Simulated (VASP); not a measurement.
A run of VASP 6.6.1:

The input INCAR:

```
PREC     = Accurate       # precision mode
ENCUT    = 520            # plane-wave cutoff, eV
EDIFF    = 1E-8           # SCF threshold, eV
ISMEAR   = -1             # smearing method
SIGMA    = 0.05           # smearing width, eV
LREAL    = False          # projectors in reciprocal space
LASPH    = True           # aspherical terms in the spheres
NELM     = 150            # most SCF steps
ALGO     = Normal         # electronic algorithm
ISIF     = 2              # what is computed and relaxed
LWAVE    = False          # write WAVECAR
LCHARG   = False          # write CHGCAR
ISPIN    = 2              # spin polarisation
MAGMOM   = 1.5            # initial moments
LORBIT   = 11             # projections on sites
LMAXMIX  = 4              # l up to which the mixer works
GGA      = CA             # functional
LEFG     = True         
NBANDS   = 15             # bands
```

KPOINTS

```
regular mesh
0
Gamma
  20 20 20
```

Contents of POSCAR:

```
Ni
1.0
    0.0000000000      1.7679500000      1.7502705000
    1.7679500000      0.0000000000      1.7502705000
    1.7679500000      1.7679500000      0.0000000000
Ni
1
Direct
    0.0000000000      0.0000000000      0.0000000000
```

Potentials or basis: VASP PAW LDA potentials, release 64 (Ni).

Run with:

```bash
$ cat potpaw_LDA.64/Ni/POTCAR > POTCAR
$ mpirun -np 1 vasp_std > vasp.out
```

Hardware: 1 thread of Intel(R) Xeon(R) 6975P-C (Granite Rapids) (shared host).

Task: Estimate the wall time of this run.

Result: It took 2.8 min on 1 thread of Intel(R) Xeon(R) 6975P-C (Granite Rapids), on a shared host, peak memory 0.25 GiB. Counts: scf iterations 15, k points 641.
